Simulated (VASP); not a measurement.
# RbBr (Pm-3m) in VASP: single point with PBEsol

Aim: the single point of RbBr with PBEsol.

Everything below comes from runs of VASP 6.6.1. Logs are shortened: lines on timing, memory, paths and dates and some standing lists are left out, and cuts for length are marked.

### Step 1. The cell of the first run

Symmetry: Pm-3m, No. 221, cubic system. Conventional cell: a = 4.273 Å, b = 4.273 Å, c = 4.273 Å, α = 90.00°, β = 90.00°, γ = 90.00°. Rb (site symmetry m-3m) has 8 Br at 3.70 Å and 6 Rb at 4.27 Å within 4.9 Å. Within 4.9 Å of Br (site symmetry m-3m) lie 8 Rb at 3.70 Å and 6 Br at 4.27 Å.

### Step 2. Single point, PBEsol (Cs replaced by Rb, lengths x 0.960, strained)

File INCAR:

```
SYSTEM = RbBr
ALGO = Normal ; EDIFF = 1E-6
ENCUT = 500 ; GGA = PS
GGA_COMPAT = .False. ; ISIF = 2
ISMEAR = 0 ; LASPH = .True.
LCHARG = .False. ; LREAL = .False.
LWAVE = .False. ; NBANDS = 15
NELM = 120 ; PREC = Accurate
SIGMA = 0.02
```

File KPOINTS:

```
k-points
0
Gamma
  6 6 6
  0 0 0
```

File POSCAR:

```
RbBr
1.0
    4.2732804708      0.0000000000      0.0000000000
    0.0000000000      4.2732804708      0.0000000000
    0.0000000000      0.0000000000      4.2732804708
Rb Br
1 1
Direct
    0.0000000000      0.0000000000      0.0000000000
    0.5000000000      0.5000000000      0.5000000000
```

Potentials or basis: VASP PAW PBE potentials, release 64 (Rb_sv, Br).

Started as:

```bash
> cat potpaw_PBE.64/Rb_sv/POTCAR potpaw_PBE.64/Br/POTCAR > POTCAR
> mpirun -np 1 vasp_std > vasp.out
```

OUTCAR:

```text
SYSTEM = RbBr
   EDIFF = 1E-6
   ENCUT = 500
   GGA = PS
   ISIF = 2
   ISMEAR = 0
   LASPH = .True.
   LREAL = .False.
   NELM = 120
   PREC = Accurate

 ion  position               nearest neighbor table
   1  0.000  0.000  0.000-   2 3.70   2 3.70   2 3.70   2 3.70   2 3.70   2 3.70   2 3.70   2 3.70

   2  0.500  0.500  0.500-   1 3.70   1 3.70   1 3.70   1 3.70   1 3.70   1 3.70   1 3.70   1 3.70

  LATTYP: Found a simple cubic cell.
 ALAT       =     4.2732804708

  Lattice vectors:

 A1 = (   4.2732804708,   0.0000000000,   0.0000000000)
 A2 = (   0.0000000000,   4.2732804708,   0.0000000000)
 A3 = (   0.0000000000,   0.0000000000,   4.2732804708)

Analysis of symmetry for initial positions (statically):
=====================================================================
 Subroutine PRICEL returns:
 Original cell was already a primitive cell.

 Routine SETGRP: Setting up the symmetry group for a
 simple cubic supercell.

 Subroutine GETGRP returns: Found 48 space group operations
 (whereof 48 operations were pure point group operations)
 out of a pool of 48 trial point group operations.

The static configuration has the point symmetry O_h .

Analysis of symmetry for dynamics (positions and initial velocities):
=====================================================================
 Subroutine PRICEL returns:
 Original cell was already a primitive cell.

 Routine SETGRP: Setting up the symmetry group for a
 simple cubic supercell.

 Subroutine GETGRP returns: Found 48 space group operations
 (whereof 48 operations were pure point group operations)
 out of a pool of 48 trial point group operations.

The dynamic configuration has the point symmetry O_h .

 Subroutine INISYM returns: Found 48 space group operations
 (whereof 48 operations are pure point group operations),
 and found     1 'primitive' translations

----------------------------------------------------------------------------------------

                                     Primitive cell

  volume of cell :      78.0341

  direct lattice vectors                    reciprocal lattice vectors
     4.273280471  0.000000000  0.000000000     0.234012255  0.000000000  0.000000000
     0.000000000  4.273280471  0.000000000     0.000000000  0.234012255  0.000000000
     0.000000000  0.000000000  4.273280471     0.000000000  0.000000000  0.234012255

[... 86 lines left out ...]
   POTIM  = 0.5000    time-step for ionic-motion
   TEBEG  =    0.0;   TEEND  =   0.0 temperature during run
   PSTRESS=    0.0 pullay stress
   NELECT =      16.0000    total number of electrons
   NUPDOWN=      -1.0000    fix difference up-down
   EMIN   =  10.00;   EMAX   =-10.00  energy-range for DOS
   EFERMI =   0.00;   METHOD = LEGACY
   ISMEAR =     0;   SIGMA  =   0.02  broadening in eV -4-tet -1-fermi 0-gaus
   EFERMI_NEDOS =   21; number of points for ismear=-14 and -15
   IALGO  =     38    algorithm
   IMIX   =      4    mixing-type and parameters
     AMIX     =   0.40;   BMIX     =  1.00
     AMIX_MAG =   1.60;   BMIX_MAG =  1.00
  volume/ion in A,a.u.               =      39.02       263.30
  Fermi-wavevector in a.u.,A,eV,Ry     =   0.965354  1.824255 12.679392  0.931909
  Thomas-Fermi vector in A             =   2.095064
   LORBIT       =      0    0 simple, 1 ext, 2 COOP (PROOUT), +10 PAW based schemes
   GGA     = PS    functional components
   LHFCALC =     F    Hartree Fock is set to
   AEXX    =    0.0000 exact exchange contribution
   IVDW    =     0    specifies the selected vdW correction
   LEPSILON=     F    determine dielectric tensor
   LRPA    =     F    only Hartree local field effects (RPA)
 non-spin polarized calculation
 Gauss-broadening in eV      SIGMA  =   0.02
  energy-cutoff  :      500.00
  volume of cell :       78.03
 maximum number of plane-waves:      2008
 NGX is ok and might be reduce to    32
   NGX = 15   NGY = 15   NGZ = 15

 number of electron      15.9999996 magnetization

 Free energy of the ion-electron system (eV)
  ---------------------------------------------------
  ext. energy  EPLUGINS =         0.00000000
  ---------------------------------------------------
  free energy    TOTEN  =        -6.23933076 eV

  energy without entropy =       -6.23933076  energy(sigma->0) =       -6.23933076

 E-fermi :  -1.1168     XC(G=0):  -7.6640

 val. band max:       -1.2293420294   @ k =   0.5000   0.5000   0.0000
 cond. band min:       2.3734325904   @ k =   0.0000   0.0000   0.0000
 fundamental gap:      3.6027746199
 Fermi energy:        -1.1168031691

 k-point     1 :       0.0000    0.0000    0.0000
  band No.  band energies     occupation
      1     -26.4296      2.00000
      2     -13.7050      2.00000
      3     -10.4358      2.00000
      4     -10.4358      2.00000
      5     -10.4358      2.00000
      6      -1.3788      2.00000
      7      -1.3788      2.00000
      8      -1.3788      2.00000
      9       2.3734      0.00000
     10       4.3432      0.00000
     11       4.3432      0.00000
     12       8.3832      0.00000
     13       8.3832      0.00000
     14       8.3832      0.00000
[... 329 lines left out ...]
      2     -13.4843      2.00000
      3     -10.6056      2.00000
      4     -10.6056      2.00000
      5     -10.6056      2.00000
      6      -2.3548      2.00000
      7      -2.3548      2.00000
      8      -2.3548      2.00000
      9       6.5193      0.00000
     10       6.5193      0.00000
     11       6.5193      0.00000
     12       7.5729      0.00000
     13       7.5729      0.00000
     14       7.5729      0.00000
     15      10.2347      0.00000

------------------------ aborting loop because EDIFF is reached ----------------------------------------

  FORCE on cell =-STRESS in cart. coord.  units (eV):
  Direction    XX          YY          ZZ          XY          YZ          ZX
  --------------------------------------------------------------------------------------
  -------------------------------------------------------------------------------------
  Total       -0.8173272     -0.8173272     -0.8173272     -0.0000000     -0.0000000      0.0000000
  in kB      -16.7811741    -16.7811741    -16.7811741     -0.0000000     -0.0000000      0.0000000
  external PRESSURE =     -16.7811741 kB  Pullay stress =       0.0000000 kB

 VOLUME and BASIS-vectors are now :
 -----------------------------------------------------------------------------
  energy-cutoff  :      500.00
  volume of cell :       78.03
      direct lattice vectors                 reciprocal lattice vectors
     4.273280471  0.000000000  0.000000000     0.234012255  0.000000000  0.000000000
     0.000000000  4.273280471  0.000000000     0.000000000  0.234012255  0.000000000
     0.000000000  0.000000000  4.273280471     0.000000000  0.000000000  0.234012255

 POSITION                                       TOTAL-FORCE (eV/Angst)
 -----------------------------------------------------------------------------------
      0.00000      0.00000      0.00000         0.000000      0.000000      0.000000
      2.13664      2.13664      2.13664         0.000000      0.000000      0.000000
 -----------------------------------------------------------------------------------
    total drift:                                0.000000      0.000000     -0.000000

  FREE ENERGIE OF THE ION-ELECTRON SYSTEM (eV)
  ---------------------------------------------------
  free  energy   TOTEN  =        -6.2393307572 eV

  energy  without entropy=       -6.2393307572  energy(sigma->0) =       -6.23933076
```

Wall time 19 s (1 thread of Intel Xeon 6975P-C, shared host); peak memory 0.18 GiB.

What came out:

- Free energy: -6.2393 eV
- Pressure: -1.7 GPa
- Band gap on the k mesh: 3.60 eV, indirect (least direct gap 3.75 eV)

Caveat: the cell differs from its parent crystal (Cs replaced by Rb, lengths x 0.960, strained); the PAW data sets were made with another functional, which shifts forces and pressure a little. A k mesh can miss the band edges.
